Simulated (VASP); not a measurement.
# TlBr (Pm-3m) in VASP: a series of runs, part 2 of 3

VASP 6.6.1. Earlier steps stand in the parts before.

## 3. Electric field gradients, r2SCAN (15.76 Å³/atom)

The input, POSCAR:

```
TlBr
1.0
    3.1589280934      0.0000000000      0.0000000000
    0.0000000000      3.1589280934      0.0000000000
    0.0000000000      0.0000000000      3.1589280934
Tl Br
1 1
Direct
    0.0000000000      0.0000000000      0.0000000000
    0.5000000000      0.5000000000      0.5000000000
```

The input, INCAR.step1:

```
ALGO = Normal
EDIFF = 1E-5
ENCUT = 440
GGA = PE
GGA_COMPAT = F
ISMEAR = -1
LASPH = T
LCHARG = F
LREAL = F
LWAVE = T
NBANDS = 17
NELM = 120
PREC = Accurate
SIGMA = 0.03
```

The input, INCAR.step2:

```
ALGO = Normal
EDIFF = 1E-8
ENCUT = 440
GGA_COMPAT = F
ISIF = 2
ISMEAR = -1
ISTART = 1
LASPH = T
LCHARG = F
LEFG = T
LMIXTAU = T
LREAL = F
LWAVE = F
METAGGA = R2SCAN
NBANDS = 17
NELM = 120
PREC = Accurate
SIGMA = 0.03
```

The input, KPOINTS:

```
k-points
0
Gamma
  7 7 7
```

Potentials or basis: VASP PAW PBE potentials, release 64 (Tl_d, Br).

The run is started by

```sh
$ cat potpaw_PBE.64/Tl_d/POTCAR potpaw_PBE.64/Br/POTCAR > POTCAR
$ cp INCAR.step1 INCAR
$ mpirun -np 1 vasp_std > vasp.out
$ cp INCAR.step2 INCAR
$ mpirun -np 1 vasp_std > vasp.out
```

OUTCAR:

```text
EDIFF = 1E-8
   ENCUT = 440
   ISIF = 2
   ISMEAR = -1
   ISTART = 1
   LASPH = T
   LREAL = F
   METAGGA = R2SCAN
   NELM = 120
   PREC = Accurate

 ion  position               nearest neighbor table
   1  0.000  0.000  0.000-   2 2.74   2 2.74   2 2.74   2 2.74   2 2.74   2 2.74   2 2.74   2 2.74

   2  0.500  0.500  0.500-   1 2.74   1 2.74   1 2.74   1 2.74   1 2.74   1 2.74   1 2.74   1 2.74

  LATTYP: Found a simple cubic cell.
 ALAT       =     3.1589280934

  Lattice vectors:

 A1 = (   3.1589280934,   0.0000000000,   0.0000000000)
 A2 = (   0.0000000000,   3.1589280934,   0.0000000000)
 A3 = (   0.0000000000,   0.0000000000,   3.1589280934)

Analysis of symmetry for initial positions (statically):
=====================================================================
 Subroutine PRICEL returns:
 Original cell was already a primitive cell.

 Routine SETGRP: Setting up the symmetry group for a
 simple cubic supercell.

 Subroutine GETGRP returns: Found 48 space group operations
 (whereof 48 operations were pure point group operations)
 out of a pool of 48 trial point group operations.

The static configuration has the point symmetry O_h .

Analysis of symmetry for dynamics (positions and initial velocities):
=====================================================================
 Subroutine PRICEL returns:
 Original cell was already a primitive cell.

 Routine SETGRP: Setting up the symmetry group for a
 simple cubic supercell.

 Subroutine GETGRP returns: Found 48 space group operations
 (whereof 48 operations were pure point group operations)
 out of a pool of 48 trial point group operations.

The dynamic configuration has the point symmetry O_h .

 Subroutine INISYM returns: Found 48 space group operations
 (whereof 48 operations are pure point group operations),
 and found     1 'primitive' translations

----------------------------------------------------------------------------------------

                                     Primitive cell

  volume of cell :      31.5224

  direct lattice vectors                    reciprocal lattice vectors
     3.158928093  0.000000000  0.000000000     0.316563078  0.000000000  0.000000000
     0.000000000  3.158928093  0.000000000     0.000000000  0.316563078  0.000000000
     0.000000000  0.000000000  3.158928093     0.000000000  0.000000000  0.316563078

  length of vectors
     3.158928093  3.158928093  3.158928093     0.316563078  0.316563078  0.316563078

  position of ions in fractional coordinates (direct lattice)
     0.000000000  0.000000000  0.000000000
     0.500000000  0.500000000  0.500000000

  ion indices of the primitive-cell ions
   primitive index   ion index
                 1           1
                 2           2

----------------------------------------------------------------------------------------

 KPOINTS: k-points

Automatic generation of k-mesh.
 Grid dimensions read from file:
 generate k-points for:    7    7    7

 Generating k-lattice:

[... 64 lines left out ...]
   POTIM  = 0.5000    time-step for ionic-motion
   TEBEG  =    0.0;   TEEND  =   0.0 temperature during run
   PSTRESS=    0.0 pullay stress
   NELECT =      20.0000    total number of electrons
   NUPDOWN=      -1.0000    fix difference up-down
   EMIN   =  10.00;   EMAX   =-10.00  energy-range for DOS
   EFERMI =   0.00;   METHOD = LEGACY
   ISMEAR =    -1;   SIGMA  =   0.03  broadening in eV -4-tet -1-fermi 0-gaus
   EFERMI_NEDOS =   21; number of points for ismear=-14 and -15
   IALGO  =     38    algorithm
   IMIX   =      4    mixing-type and parameters
     AMIX     =   0.40;   BMIX     =  1.00
     AMIX_MAG =   1.60;   BMIX_MAG =  1.00
  volume/ion in A,a.u.               =      15.76       106.36
  Fermi-wavevector in a.u.,A,eV,Ry     =   1.406733  2.658340 26.924548  1.978898
  Thomas-Fermi vector in A             =   2.529064
   LORBIT       =      0    0 simple, 1 ext, 2 COOP (PROOUT), +10 PAW based schemes
   METAGGA = R2SCAN    functional components
   LHFCALC =     F    Hartree Fock is set to
   AEXX    =    0.0000 exact exchange contribution
   IVDW    =     0    specifies the selected vdW correction
   LEPSILON=     F    determine dielectric tensor
   LRPA    =     F    only Hartree local field effects (RPA)
 non-spin polarized calculation
  energy-cutoff  :      440.00
  volume of cell :       31.52
 maximum number of plane-waves:       691
 NGX is ok and might be reduce to    24
   NGX = 11   NGY = 11   NGZ = 11

 number of electron      20.0000001 magnetization

 Free energy of the ion-electron system (eV)
  ---------------------------------------------------
  ext. energy  EPLUGINS =         0.00000000
  ---------------------------------------------------
  free energy    TOTEN  =       -63.37921572 eV

  energy without entropy =      -63.37630481  energy(sigma->0) =      -63.37776027

 E-fermi :  12.5382     XC(G=0): -13.4057

 val. band max:       12.5278428399   @ k =   0.2857   0.1429   0.1429
 cond. band min:      12.8724520872   @ k =   0.4286   0.0000   0.0000
 fundamental gap:      0.3446092473
 Fermi energy:        12.5381802197

 k-point     1 :       0.0000    0.0000    0.0000
  band No.  band energies     occupation
      1      -8.2608      2.00000
      2      -1.1538      2.00000
      3      -1.1538      2.00000
      4       0.0090      2.00000
      5       0.0090      2.00000
      6       0.0090      2.00000
[... 377 lines left out ...]
      4      -1.1071      2.00000
      5       0.3900      2.00000
      6       0.3900      2.00000
[... 9 lines left out ...]
     16      31.0564      0.00000
     17      33.6619      0.00000

------------------------ aborting loop because EDIFF is reached ----------------------------------------

  FORCE on cell =-STRESS in cart. coord.  units (eV):
  Direction    XX          YY          ZZ          XY          YZ          ZX
  --------------------------------------------------------------------------------------
  -------------------------------------------------------------------------------------
  Total       19.0256235     19.0256235     19.0256235      0.0000000     -0.0000000      0.0000000
  in kB      967.0084306    967.0084306    967.0084306      0.0000000     -0.0000000      0.0000000
  external PRESSURE =     967.0084306 kB  Pullay stress =       0.0000000 kB

 VOLUME and BASIS-vectors are now :
 -----------------------------------------------------------------------------
  energy-cutoff  :      440.00
  volume of cell :       31.52
      direct lattice vectors                 reciprocal lattice vectors
     3.158928093  0.000000000  0.000000000     0.316563078  0.000000000  0.000000000
     0.000000000  3.158928093  0.000000000     0.000000000  0.316563078  0.000000000
     0.000000000  0.000000000  3.158928093     0.000000000  0.000000000  0.316563078

 POSITION                                       TOTAL-FORCE (eV/Angst)
 -----------------------------------------------------------------------------------
      0.00000      0.00000      0.00000         0.000000      0.000000      0.000000
      1.57946      1.57946      1.57946         0.000000      0.000000      0.000000
 -----------------------------------------------------------------------------------
    total drift:                                0.000000      0.000000     -0.000000

  FREE ENERGIE OF THE ION-ELECTRON SYSTEM (eV)
  ---------------------------------------------------
  free  energy   TOTEN  =       -63.3792157229 eV

  energy  without entropy=      -63.3763048146  energy(sigma->0) =      -63.37776027

 Electric field gradients (V/A^2)
---------------------------------------------------------------------
 ion       V_xx      V_yy      V_zz      V_xy      V_xz      V_yz
---------------------------------------------------------------------
   1      -0.000    -0.000    -0.000    -0.000    -0.000    -0.000
   2      -0.000     0.000    -0.000    -0.000    -0.000    -0.000
---------------------------------------------------------------------

 Electric field gradients after diagonalization (V/A^2)
 (convention: |V_zz| > |V_xx| > |V_yy|)
----------------------------------------------------------------------
 ion       V_xx      V_yy      V_zz     asymmetry (V_yy - V_xx)/ V_zz
----------------------------------------------------------------------
   1      -0.000    -0.000    -0.000      -0.115
   2      -0.000     0.000    -0.000      -0.100
----------------------------------------------------------------------

           NMR quadrupolar parameters

 Cq : quadrupolar parameter    Cq=e*Q*V_zz/h
 eta: asymmetry parameters     (V_yy - V_xx)/ V_zz
 Q  : nuclear electric quadrupole moment in mb (millibarn)
----------------------------------------------------------------------
 ion       Cq(MHz)       eta       Q (mb)
----------------------------------------------------------------------
   1      -0.000      -0.115       1.000
   2      -0.000      -0.100       1.000
----------------------------------------------------------------------
```

OUTCAR.step1:

```text
EDIFF = 1E-5
   ENCUT = 440
   GGA = PE
   ISMEAR = -1
   LASPH = T
   LREAL = F
[... 613 lines left out ...]
 -----------------------------------------------------------------------------------
      0.00000      0.00000      0.00000         0.000000      0.000000      0.000000
      1.57946      1.57946      1.57946         0.000000      0.000000      0.000000
 -----------------------------------------------------------------------------------
    total drift:                                0.000000      0.000000     -0.000000

  FREE ENERGIE OF THE ION-ELECTRON SYSTEM (eV)
  ---------------------------------------------------
  free  energy   TOTEN  =        -0.5220649087 eV

  energy  without entropy=       -0.5186209111  energy(sigma->0) =       -0.52034291
```

Wall time 1.7 min (1 thread of AMD EPYC 7R13, shared host); peak memory 0.12 GiB.

What came out:

| Property | Result |
| --- | --- |
| Free energy | -63.3792 eV |
| Pressure | 96.7 GPa |
| Band gap on the k mesh | zero (bands 10 and 11 overlap by 1.14 eV) |
| Largest electric field gradient by atom | zero within the noise of the run |

Levels at points of the mesh, in eV from the Fermi level:
| k point | band 6 | band 7 | band 8 | band 9 | band 10 | band 11 | band 12 | band 13 | band 14 | band 15 |
| --- | --- | --- | --- | --- | --- | --- | --- | --- | --- | --- |
| (0.00, 0.00, 0.00) | -12.53 | -5.31 | -5.18 | -5.18 | -5.18 | 5.30 | 5.30 | 11.87 | 11.87 | 11.87 |

Caveat: the cell stands under pressure; the PAW data sets were made with another functional, which shifts forces and pressure a little; spin-orbit coupling is left out, which moves the levels of the heavy elements.

## 4. Electric field gradients, r2SCAN (17.34 Å³/atom)

This run uses another cell than the first one, of 17.34 Å³/atom.

The input, POSCAR:

```
TlBr
1.0
    3.2608986570      0.0000000000      0.0000000000
    0.0000000000      3.2608986570      0.0000000000
    0.0000000000      0.0000000000      3.2608986570
Tl Br
1 1
Direct
    0.0000000000      0.0000000000      0.0000000000
    0.5000000000      0.5000000000      0.5000000000
```

The input, INCAR.step1:

```
SYSTEM = TlBr
ALGO = Normal ; EDIFF = 1E-5
ENCUT = 440 ; GGA = PE
GGA_COMPAT = .FALSE. ; ISMEAR = -1
LASPH = .TRUE. ; LCHARG = .FALSE.
LREAL = .FALSE. ; LWAVE = .TRUE.
NBANDS = 17 ; NELM = 120
PREC = Accurate ; SIGMA = 0.03
```

The input, INCAR.step2:

```
SYSTEM = TlBr
ALGO = Normal ; EDIFF = 1E-8
ENCUT = 440 ; GGA_COMPAT = .FALSE.
ISIF = 2 ; ISMEAR = -1
ISTART = 1 ; LASPH = .TRUE.
LCHARG = .FALSE. ; LEFG = .TRUE.
LMIXTAU = .TRUE. ; LREAL = .FALSE.
LWAVE = .FALSE. ; METAGGA = R2SCAN
NBANDS = 17 ; NELM = 120
PREC = Accurate ; SIGMA = 0.03
```

The input, KPOINTS:

```
k-points
0
G
  7 7 7
  0 0 0
```

Potentials or basis: VASP PAW PBE potentials, release 64 (Tl_d, Br).

The run is started by

```sh
$ cat potpaw_PBE.64/Tl_d/POTCAR potpaw_PBE.64/Br/POTCAR > POTCAR
$ cp INCAR.step1 INCAR
$ mpirun -np 1 vasp_std > vasp.out
$ cp INCAR.step2 INCAR
$ mpirun -np 1 vasp_std > vasp.out
```

OUTCAR:

```text
SYSTEM = TlBr
   EDIFF = 1E-8
   ENCUT = 440
   ISIF = 2
   ISMEAR = -1
   ISTART = 1
   LASPH = .TRUE.
   LREAL = .FALSE.
   METAGGA = R2SCAN
   NELM = 120
   PREC = Accurate

 ion  position               nearest neighbor table
   1  0.000  0.000  0.000-   2 2.82   2 2.82   2 2.82   2 2.82   2 2.82   2 2.82   2 2.82   2 2.82

   2  0.500  0.500  0.500-   1 2.82   1 2.82   1 2.82   1 2.82   1 2.82   1 2.82   1 2.82   1 2.82

  LATTYP: Found a simple cubic cell.
 ALAT       =     3.2608986570

  Lattice vectors:

 A1 = (   3.2608986570,   0.0000000000,   0.0000000000)
 A2 = (   0.0000000000,   3.2608986570,   0.0000000000)
 A3 = (   0.0000000000,   0.0000000000,   3.2608986570)

Analysis of symmetry for initial positions (statically):
=====================================================================
 Subroutine PRICEL returns:
 Original cell was already a primitive cell.

[... 584 lines left out ...]
  volume of cell :       34.67
      direct lattice vectors                 reciprocal lattice vectors
     3.260898657  0.000000000  0.000000000     0.306663931  0.000000000  0.000000000
     0.000000000  3.260898657  0.000000000     0.000000000  0.306663931  0.000000000
     0.000000000  0.000000000  3.260898657     0.000000000  0.000000000  0.306663931

 POSITION                                       TOTAL-FORCE (eV/Angst)
 -----------------------------------------------------------------------------------
      0.00000      0.00000      0.00000         0.000000      0.000000      0.000000
      1.63045      1.63045      1.63045         0.000000      0.000000      0.000000
 -----------------------------------------------------------------------------------
    total drift:                                0.000000      0.000000     -0.000000

  FREE ENERGIE OF THE ION-ELECTRON SYSTEM (eV)
  ---------------------------------------------------
  free  energy   TOTEN  =       -64.9552254767 eV

  energy  without entropy=      -64.9507726753  energy(sigma->0) =      -64.95299908

 Electric field gradients (V/A^2)
---------------------------------------------------------------------
 ion       V_xx      V_yy      V_zz      V_xy      V_xz      V_yz
---------------------------------------------------------------------
   1       0.000     0.000     0.000     0.000     0.000     0.000
   2      -0.000    -0.000     0.000    -0.000    -0.000     0.000
---------------------------------------------------------------------

 Electric field gradients after diagonalization (V/A^2)
 (convention: |V_zz| > |V_xx| > |V_yy|)
----------------------------------------------------------------------
 ion       V_xx      V_yy      V_zz     asymmetry (V_yy - V_xx)/ V_zz
----------------------------------------------------------------------
   1       0.000     0.000     0.000      -0.312
   2      -0.000    -0.000     0.000       0.136
----------------------------------------------------------------------

           NMR quadrupolar parameters

 Cq : quadrupolar parameter    Cq=e*Q*V_zz/h
 eta: asymmetry parameters     (V_yy - V_xx)/ V_zz
 Q  : nuclear electric quadrupole moment in mb (millibarn)
----------------------------------------------------------------------
 ion       Cq(MHz)       eta       Q (mb)
----------------------------------------------------------------------
   1       0.000      -0.312       1.000
   2       0.000       0.136       1.000
----------------------------------------------------------------------
```

Run time: 1.8 min. Hardware: 1 thread of AMD EPYC 7R13, shared host; peak memory 0.12 GiB.

Results:

- Free energy: -64.9552 eV
- Pressure: 66.1 GPa
- Band gap on the k mesh: zero (bands 10 and 11 overlap by 0.42 eV)
- Largest electric field gradient by atom: zero within the noise of the run

Caveat: the cell stands under pressure; the PAW data sets were made with another functional, which shifts forces and pressure a little; spin-orbit coupling is left out, which moves the levels of the heavy elements.

(Continued in part 3 of 3.)
